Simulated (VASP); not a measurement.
A run of VASP 6.6.1 is set up as follows.

The input POSCAR:

```
BP
1.0
    0.0000000000      2.3597600000      2.4505200000
    2.3597600000      0.0000000000      2.4505200000
    2.3597600000      2.3597600000      0.0000000000
B P
1 1
Direct
    0.0000000000      0.0000000000      0.0000000000
    0.7500000000      0.7500000000      0.7500000000
```

The input INCAR.step1:

```
ALGO     = Normal         # electronic algorithm
EDIFF    = 1E-4           # SCF threshold, eV
ENCUT    = 520            # plane-wave cutoff, eV
GGA      = PE             # functional
ISMEAR   = 0              # smearing method
LASPH    = True           # aspherical terms in the spheres
LCHARG   = False          # write CHGCAR
LREAL    = False          # projectors in reciprocal space
LWAVE    = True           # write WAVECAR
NBANDS   = 11             # bands
NELM     = 100            # most SCF steps
PREC     = Accurate       # precision mode
SIGMA    = 0.05           # smearing width, eV
```

Contents of INCAR.step2:

```
ALGO     = Normal         # electronic algorithm
EDIFF    = 1E-7           # SCF threshold, eV
ENCUT    = 520            # plane-wave cutoff, eV
ISIF     = 2              # what is computed and relaxed
ISMEAR   = 0              # smearing method
ISTART   = 1            
LASPH    = True           # aspherical terms in the spheres
LCHARG   = False          # write CHGCAR
LMIXTAU  = True         
LREAL    = False          # projectors in reciprocal space
LWAVE    = False          # write WAVECAR
METAGGA  = R2SCAN         # meta-GGA
NBANDS   = 11             # bands
NELM     = 100            # most SCF steps
PREC     = Accurate       # precision mode
SIGMA    = 0.05           # smearing width, eV
```

File KPOINTS:

```
k-points
0
Gamma
  10 10 10
```

Potentials or basis: VASP PAW PBE potentials, release 64 (B, P).

Run with:

```console
$ cat potpaw_PBE.64/B/POTCAR potpaw_PBE.64/P/POTCAR > POTCAR
$ cp INCAR.step1 INCAR
$ mpirun -np 1 vasp_std > vasp.out
$ cp INCAR.step2 INCAR
$ mpirun -np 1 vasp_std > vasp.out
```

**Question.** Predict the band gap on the k mesh.

**Answer.** 1.36 eV, indirect (least direct gap 3.26 eV).

**Question.** Estimate the pressure.

**Answer.** -20.0 GPa.

Stress tensor (GPa, compression positive):
```
-16.75   0.00   0.00
  0.00 -16.75   0.00
  0.00   0.00 -26.49
```

Caveat: the cell differs from its parent crystal (strain +0.040 along x and y, +0.080 along z); the PAW data sets were made with another functional, which shifts forces and pressure a little. A k mesh can miss the band edges.
